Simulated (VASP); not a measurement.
# ZnO (P6_3mc) in VASP: a series of runs

ZnO is run at these levels: PBE; tasks: single point.

All numbers are computed with VASP 6.6.1; they aren't measurements. Logs are shortened: lines on timing, memory, paths and dates and some standing lists are left out, and cuts for length are marked.

## (1) The cell of the first run

The structure is hexagonal, space group P6_3mc (No. 186). The conventional cell has a = 3.475 Å, b = 3.475 Å, c = 5.684 Å, α = 90.00°, β = 90.00°, γ = 120.00°. Zn (site symmetry 3m) has 4 O at 2.11 to 2.19 Å within 2.8 Å. O (site symmetry 3m) has 4 Zn at 2.11 to 2.19 Å within 2.8 Å.

## (2) Single point, PBE (S replaced by O, lengths x 0.897, strained)

INCAR reads:

```
PREC = Accurate
ENCUT = 520
EDIFF = 1E-6
ISMEAR = 0
SIGMA = 0.1
LREAL = False
LASPH = True
NELM = 100
ALGO = Normal
ISIF = 2
LWAVE = False
LCHARG = False
GGA = PE
NBANDS = 26
```

KPOINTS reads:

```
Automatic mesh
0
Gamma
  6 6 4
```

POSCAR reads:

```
ZnO
1.0
    3.4745121676      0.0000000000      0.0000000000
   -1.7372560838      3.0090158029      0.0000000000
    0.0000000000      0.0000000000      5.6835780052
Zn O
2 2
Direct
    0.3333333333      0.6666666667      0.0000000000
    0.6666666667      0.3333333333      0.5000000000
    0.3333333333      0.6666666667      0.3850000000
    0.6666666667      0.3333333333      0.8850000000
```

Potentials or basis: VASP PAW PBE potentials, release 64 (Zn, O).

Command:

```
cat potpaw_PBE.64/Zn/POTCAR potpaw_PBE.64/O/POTCAR > POTCAR
mpirun -np 1 vasp_std > vasp.out
```

OUTCAR:

```text
PREC = Accurate
   ENCUT = 520
   EDIFF = 1E-6
   ISMEAR = 0
   LREAL = False
   LASPH = True
   NELM = 100
   ISIF = 2
   GGA = PE

 ion  position               nearest neighbor table
   1  0.333  0.667  0.000-   4 2.11   4 2.11   4 2.11   3 2.19
   2  0.667  0.333  0.500-   3 2.11   3 2.11   3 2.11   4 2.19
   3  0.333  0.667  0.385-   2 2.11   2 2.11   2 2.11   1 2.19
   4  0.667  0.333  0.885-   1 2.11   1 2.11   1 2.11   2 2.19

  LATTYP: Found a hexagonal cell.
 ALAT       =     3.4745121676
 C/A-ratio  =     1.6357916539

  Lattice vectors:

 A1 = (   3.4745121676,   0.0000000000,   0.0000000000)
 A2 = (  -1.7372560838,   3.0090158029,   0.0000000000)
 A3 = (   0.0000000000,   0.0000000000,   5.6835780052)

Analysis of symmetry for initial positions (statically):
=====================================================================
 Subroutine PRICEL returns:
 Original cell was already a primitive cell.

 Routine SETGRP: Setting up the symmetry group for a
 hexagonal supercell.

 Subroutine GETGRP returns: Found 12 space group operations
 (whereof  6 operations were pure point group operations)
 out of a pool of 24 trial point group operations.

The static configuration has the point symmetry C_3v.
 The point group associated with its full space group is C_6v.

Analysis of symmetry for dynamics (positions and initial velocities):
=====================================================================
 Subroutine PRICEL returns:
 Original cell was already a primitive cell.

 Routine SETGRP: Setting up the symmetry group for a
 hexagonal supercell.

 Subroutine GETGRP returns: Found 12 space group operations
 (whereof  6 operations were pure point group operations)
 out of a pool of 24 trial point group operations.

The dynamic configuration has the point symmetry C_3v.
 The point group associated with its full space group is C_6v.

 Subroutine INISYM returns: Found 12 space group operations
 (whereof  6 operations are pure point group operations),
 and found     1 'primitive' translations

----------------------------------------------------------------------------------------

                                     Primitive cell

  volume of cell :      59.4210

  direct lattice vectors                    reciprocal lattice vectors
     3.474512168  0.000000000  0.000000000     0.287810188  0.166167289  0.000000000
    -1.737256084  3.009015803  0.000000000     0.000000000  0.332334579  0.000000000
     0.000000000  0.000000000  5.683578005     0.000000000  0.000000000  0.175945505

  length of vectors
     3.474512168  3.474512168  5.683578005     0.332334579  0.332334579  0.175945505

  position of ions in fractional coordinates (direct lattice)
     0.333333333  0.666666667  0.000000000
     0.666666667  0.333333333  0.500000000
     0.333333333  0.666666667  0.385000000
     0.666666667  0.333333333  0.885000000

  ion indices of the primitive-cell ions
   primitive index   ion index
                 1           1
                 2           2
                 3           3
                 4           4

----------------------------------------------------------------------------------------

 KPOINTS: Automatic mesh

Automatic generation of k-mesh.
 Grid dimensions read from file:
 generate k-points for:    6    6    4

 Generating k-lattice:

  Cartesian coordinates                     Fractional coordinates (reciprocal lattice)
     0.047968365  0.027694548  0.000000000     0.166666667 -0.000000000  0.000000000
     0.000000000  0.055389096  0.000000000     0.000000000  0.166666667  0.000000000
     0.000000000  0.000000000  0.043986376     0.000000000  0.000000000  0.250000000

  Length of vectors
     0.055389096  0.055389096  0.043986376

  Shift w.r.t. Gamma in fractional coordinates (k-lattice)
     0.000000000  0.000000000  0.000000000

 Subroutine IBZKPT returns following result:
 ===========================================

 Found     21 irreducible k-points:

 Following reciprocal coordinates:
            Coordinates               Weight
  0.000000  0.000000  0.000000      1.000000
  0.166667  0.000000  0.000000      6.000000
  0.333333  0.000000  0.000000      6.000000
  0.500000  0.000000  0.000000      3.000000
  0.166667  0.166667  0.000000      6.000000
  0.333333  0.166667  0.000000     12.000000
[... 13 lines left out ...]
  0.333333  0.166667  0.500000     12.000000
  0.333333  0.333333  0.500000      2.000000
   k-points           NKPTS =     21   k-points in BZ     NKDIM =     21   number of bands    NBANDS=     26
   number of dos      NEDOS =    301   number of ions     NIONS =      4
   total plane-waves  NPLWV =  32928
   dimension x,y,z NGX =    28 NGY =   28 NGZ =   42
   dimension x,y,z NGXF=    56 NGYF=   56 NGZF=   84
   ions per type =               2   2
   NGX,Y,Z   is equivalent  to a cutoff of  13.40, 13.40, 12.29 a.u.
   NGXF,Y,Z  is equivalent  to a cutoff of  26.79, 26.79, 24.57 a.u.
 SYSTEM =  unknown system
   PREC   = accura    normal or accurate (medium, high low for compatibility)
   ISTART =      0    job   : 0-new  1-cont  2-samecut
   ICHARG =      2    charge: 1-file 2-atom 10-const
   ISPIN  =      1    spin polarized calculation?
   LNONCOLLINEAR =      F non collinear calculations
   LSORBIT =      F    spin-orbit coupling
   LASPH  =      T    aspherical Exc in radial PAW
   ENCUT  =  520.0 eV  38.22 Ry    6.18 a.u.   6.46  6.46 10.57*2*pi/ulx,y,z
   NELM   =    100;   NELMIN=  2; NELMDL= -5     # of ELM steps
   EDIFF  = 0.1E-05   stopping-criterion for ELM
   LREAL  =      F    real-space projection
   EDIFFG = 0.1E-04   stopping-criterion for IOM
   NSW    =      0    number of steps for IOM
   IBRION =     -1    ionic relax: 0-MD 1-quasi-New 2-CG
   NFREE  =      0    steps in history (QN), initial steepest desc. (CG)
   ISIF   =      2    stress and relaxation
   ISYM   =      2    0-nonsym 1-usesym 2-fastsym
   POTIM  = 0.5000    time-step for ionic-motion
   TEBEG  =    0.0;   TEEND  =   0.0 temperature during run
   PSTRESS=    0.0 pullay stress
   NELECT =      36.0000    total number of electrons
   NUPDOWN=      -1.0000    fix difference up-down
   EMIN   =  10.00;   EMAX   =-10.00  energy-range for DOS
   EFERMI =   0.00;   METHOD = LEGACY
   ISMEAR =     0;   SIGMA  =   0.10  broadening in eV -4-tet -1-fermi 0-gaus
   EFERMI_NEDOS =   21; number of points for ismear=-14 and -15
   IALGO  =     38    algorithm
   IMIX   =      4    mixing-type and parameters
     AMIX     =   0.40;   BMIX     =  1.00
     AMIX_MAG =   1.60;   BMIX_MAG =  1.00
  volume/ion in A,a.u.               =      14.86       100.25
  Fermi-wavevector in a.u.,A,eV,Ry     =   1.385253  2.617748 26.108554  1.918925
  Thomas-Fermi vector in A             =   2.509680
   LORBIT       =      0    0 simple, 1 ext, 2 COOP (PROOUT), +10 PAW based schemes
   GGA     = PE    functional components
   LHFCALC =     F    Hartree Fock is set to
   AEXX    =    0.0000 exact exchange contribution
   IVDW    =     0    specifies the selected vdW correction
   LEPSILON=     F    determine dielectric tensor
   LRPA    =     F    only Hartree local field effects (RPA)
 non-spin polarized calculation
 Gauss-broadening in eV      SIGMA  =   0.10
  energy-cutoff  :      520.00
  volume of cell :       59.42
 maximum number of plane-waves:      1641
 NGX is ok and might be reduce to    28
   NGX = 13   NGY = 13   NGZ = 21

 number of electron      36.0000027 magnetization

 Free energy of the ion-electron system (eV)
  ---------------------------------------------------
  ext. energy  EPLUGINS =         0.00000000
  ---------------------------------------------------
  free energy    TOTEN  =       -17.30575441 eV

  energy without entropy =      -17.30574489  energy(sigma->0) =      -17.30574965

 E-fermi :  -0.2916     XC(G=0):  -9.7790

 val. band max:       -0.5180252153   @ k =   0.0000   0.0000   0.0000
 cond. band min:      -0.0807217890   @ k =   0.0000   0.0000   0.0000
 fundamental gap:      0.4373034264
 Fermi energy:        -0.2916046001

 k-point     1 :       0.0000    0.0000    0.0000
  band No.  band energies     occupation
      1     -17.1254      2.00000
      2     -16.7088      2.00000
      3      -5.5016      2.00000
      4      -5.5016      2.00000
      5      -5.4249      2.00000
      6      -5.3943      2.00000
[... 18 lines left out ...]
     25      12.1871      0.00000
     26      12.1871      0.00000

 k-point     2 :       0.1667    0.0000    0.0000
  band No.  band energies     occupation
      1     -17.0330      2.00000
      2     -16.6660      2.00000
      3      -5.5445      2.00000
      4      -5.4412      2.00000
      5      -5.3970      2.00000
      6      -5.3432      2.00000
[... 18 lines left out ...]
     25      11.8962      0.00000
     26      12.3374      0.00000

 k-point     3 :       0.3333    0.0000    0.0000
  band No.  band energies     occupation
      1     -16.8295      2.00000
      2     -16.5924      2.00000
      3      -5.5494      2.00000
      4      -5.3559      2.00000
      5      -5.3436      2.00000
      6      -5.1475      2.00000
[... 18 lines left out ...]
     25      11.7208      0.00000
     26      12.1306      0.00000

 k-point     4 :       0.5000    0.0000    0.0000
  band No.  band energies     occupation
      1     -16.7039      2.00000
      2     -16.5758      2.00000
      3      -5.5134      2.00000
      4      -5.3120      2.00000
      5      -5.2604      2.00000
      6      -5.0309      2.00000
[... 18 lines left out ...]
     25      11.6713      0.00000
     26      12.1144      0.00000
[... 409 lines left out ...]
      1     -16.7454      2.00000
      2     -16.7454      2.00000
      3      -5.5103      2.00000
      4      -5.5103      2.00000
      5      -5.3228      2.00000
      6      -5.3228      2.00000
[... 18 lines left out ...]
     25      11.6634      0.00000
     26      11.6634      0.00000

 k-point    20 :       0.3333    0.1667    0.5000
  band No.  band energies     occupation
      1     -16.6374      2.00000
      2     -16.6374      2.00000
      3      -5.4458      2.00000
      4      -5.4458      2.00000
      5      -5.1986      2.00000
      6      -5.1986      2.00000
[... 18 lines left out ...]
     25      12.2427      0.00000
     26      12.2427      0.00000

 k-point    21 :       0.3333    0.3333    0.5000
  band No.  band energies     occupation
      1     -16.6019      2.00000
      2     -16.6019      2.00000
      3      -5.3084      2.00000
      4      -5.3084      2.00000
      5      -5.2602      2.00000
      6      -5.2602      2.00000
[... 18 lines left out ...]
     25      13.2323      0.00000
     26      13.2323      0.00000

------------------------ aborting loop because EDIFF is reached ----------------------------------------

  FORCE on cell =-STRESS in cart. coord.  units (eV):
  Direction    XX          YY          ZZ          XY          YZ          ZX
  --------------------------------------------------------------------------------------
  -------------------------------------------------------------------------------------
  Total       -5.5734798     -5.5734798     -5.9286793      0.0000000     -0.0000000      0.0000000
  in kB     -150.2785110   -150.2785110   -159.8558045      0.0000000     -0.0000000      0.0000000
  external PRESSURE =    -153.4709422 kB  Pullay stress =       0.0000000 kB

 VOLUME and BASIS-vectors are now :
 -----------------------------------------------------------------------------
  energy-cutoff  :      520.00
  volume of cell :       59.42
      direct lattice vectors                 reciprocal lattice vectors
     3.474512168  0.000000000  0.000000000     0.287810188  0.166167289  0.000000000
    -1.737256084  3.009015803  0.000000000     0.000000000  0.332334579  0.000000000
     0.000000000  0.000000000  5.683578005     0.000000000  0.000000000  0.175945505

 POSITION                                       TOTAL-FORCE (eV/Angst)
 -----------------------------------------------------------------------------------
     -0.00000      2.00601      0.00000         0.000000     -0.000000      0.058827
      1.73726      1.00301      2.84179        -0.000000      0.000000      0.058827
     -0.00000      2.00601      2.18818        -0.000000      0.000000     -0.058827
      1.73726      1.00301      5.02997         0.000000     -0.000000     -0.058827
 -----------------------------------------------------------------------------------
    total drift:                                0.000000      0.000001      0.000055

  FREE ENERGIE OF THE ION-ELECTRON SYSTEM (eV)
  ---------------------------------------------------
  free  energy   TOTEN  =       -17.3057544125 eV

  energy  without entropy=      -17.3057448861  energy(sigma->0) =      -17.30574965
```

It took 69 s on 1 thread of AMD EPYC 7R43 (Zen 3), shared host; peak memory 0.15 GiB.

What came out:

```
Free energy            : -17.3058 eV
Pressure               : -15.3 GPa
Largest force          : 0.059 eV/Å
Band gap on the k mesh : 0.44 eV
```

Forces in eV/Å, atoms in the order of the input:
```
Zn   0.000  0.000  0.059
Zn   0.000  0.000  0.059
O    0.000  0.000 -0.059
O    0.000  0.000 -0.059
```

Stress tensor (GPa, compression positive):
```
-15.03   0.00   0.00
  0.00 -15.03   0.00
  0.00   0.00 -15.99
```

Levels at points of the mesh, in eV from the valence-band top:
```
           k point  band 16  band 17  band 18  band 19  band 20  band 21
(0.00, 0.00, 0.00)    -0.06     0.00     0.00     0.44     4.33     7.31
(0.50, 0.00, 0.00)    -1.56    -0.91    -0.65     4.81     6.53     6.98
(0.00, 0.00, 0.50)    -0.25    -0.25    -0.25     2.85     2.85     8.98
(0.50, 0.00, 0.50)    -1.09    -1.00    -1.00     5.18     5.18     7.24
```

Caveat: the cell differs from its parent crystal (S replaced by O, lengths x 0.897, strained); the cell stands under tension; semilocal functionals underestimate gaps, and a narrow one can read as zero.

## (3) Single point, PBE (S replaced by O, lengths x 0.897, strained)

INCAR reads:

```
ALGO = Normal
EDIFF = 1E-7
ENCUT = 520
GGA = PE
ISIF = 2
ISMEAR = 0
LASPH = True
LCHARG = False
LREAL = False
LWAVE = False
NBANDS = 26
NELM = 60
PREC = Accurate
SIGMA = 0.02
```

KPOINTS reads:

```
k-points
0
Gamma
  12 12 6
```

POSCAR is that of step 2.

Potentials or basis: VASP PAW PBE potentials, release 64 (Zn, O).

Command:

```
cat potpaw_PBE.64/Zn/POTCAR potpaw_PBE.64/O/POTCAR > POTCAR
mpirun -np 1 vasp_std > vasp.out
```

Run time: 3.4 min. Hardware: 1 thread of AMD EPYC 7R43 (Zen 3), shared host; peak memory 0.2 GiB.

It converged, with:

| Quantity | Value |
| --- | --- |
| Free energy | -17.3087 eV |
| Pressure | -15.4 GPa |
| Largest force | 0.060 eV/Å |
| Band gap on the k mesh | 0.44 eV |

Forces in eV/Å, atoms in the order of the input:
```
Zn   0.000  0.000  0.060
Zn   0.000  0.000  0.060
O    0.000  0.000 -0.060
O    0.000  0.000 -0.060
```

Stress tensor (GPa, compression positive):
```
-15.06   0.00   0.00
  0.00 -15.06   0.00
  0.00   0.00 -16.01
```

Levels at points of the mesh, in eV from the valence-band top:
```csv
k point,band 14,band 15,band 16,band 17,band 18,band 19,band 20,band 21,band 22,band 23
"(0.00, 0.00, 0.00)",-0.51,-0.51,-0.06,0.00,0.00,0.44,4.33,7.31,11.83,11.83
"(0.50, 0.00, 0.00)",-2.98,-2.11,-1.56,-0.91,-0.65,4.81,6.54,6.98,7.20,9.37
"(0.00, 0.00, 0.50)",-2.10,-0.25,-0.25,-0.25,-0.25,2.86,2.86,8.98,8.98,12.07
"(0.50, 0.00, 0.50)",-3.36,-1.09,-1.09,-1.00,-1.00,5.18,5.18,7.24,7.24,10.29
```

Caveat: the cell differs from its parent crystal (S replaced by O, lengths x 0.897, strained); the cell stands under tension; semilocal functionals underestimate gaps, and a narrow one can read as zero.
